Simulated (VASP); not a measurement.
Runs of VASP 6.6.1 on AlW3. The structure is that of space group P4/mmm (No. 123), or close to it. The cells are those of the table. 

```tsv
task	cell	k mesh	cutoff (eV)	gap on the mesh (eV)	pressure (GPa)	relaxed volume (Å³/atom)	largest force (eV/Å)
single point	a = 3.305, b = 3.305, c = 5.791 Å, 4 atoms	6 × 6 × 2	520	none	0.2	-	(a)
single point	a = 3.226, b = 3.226, c = 8.175 Å, 4 atoms	6 × 6 × 2	520	none	-37.8	-	(b)
relaxation of cell and atoms	relaxed from a = 3.226, b = 3.226, c = 8.175 Å, 4 atoms	6 × 6 × 2	600	none	0.2	15.89	-
relaxation of cell and atoms	relaxed from a = 3.305, b = 3.305, c = 5.791 Å, 4 atoms	6 × 6 × 4	600	none	0.0	15.84	0.01
single point	a = 3.306, b = 3.306, c = 5.787 Å, 4 atoms	6 × 6 × 4	520	none	0.5	-	0.05
```

Alike in all rows: level PBE; potentials or basis VASP PAW PBE potentials, release 64 (Al, W_sv); no spin polarisation; smearing gaussian 0.1 eV.

Problem. Estimate the missing entries.

Solution. (a) 0.02; (b) 1.38.

Caveats: some runs use coarse meshes; spin-orbit coupling is left out, which moves the levels of the heavy elements; forces of over 1 eV/Å act on the atoms, so gaps and moduli don't describe the material at rest (some runs); the volume moved by over 15 % at a fixed basis, so the end points are rough (some runs).

A k mesh can miss the band edges, and the runs leave out spin-orbit coupling on W.

A gap of «none» marks levels without a gap at the run's occupations.
